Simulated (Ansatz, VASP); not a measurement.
# Br: VASP beside Ansatz

```
Br
1.0
     0.00000    2.40038    2.40038
     2.40038    0.00000    2.40038
     2.40038    2.40038    0.00000
Br
1
Direct
  0.00000 0.00000 0.00000
```

Change from the starting cell: volume scaled by 1.05, PAW files.

Alike in both runs: task electric field gradients; functional PBE; k mesh 16 × 16 × 16; occupations fermi-dirac, width 0.03 eV; no spin polarisation.

|  | VASP | Ansatz |
| --- | --- | --- |
| version | VASP 6.6.1 | Ansatz 0.2.0 |
| potentials or method | VASP PAW PBE potentials, release 64 (Br) | PAW with Ansatz's default frozen-core files, scalar-relativistic |
| plane-wave cutoff (eV) | 520 | 420 |
| valence electrons in the cell | 7 | 7 |

```tsv
	VASP	Ansatz	Ansatz less VASP
pressure (GPa)	-1.2	-1.2	0.00
```

With one functional, cell and mesh, what is left measures potentials, basis and numerics.
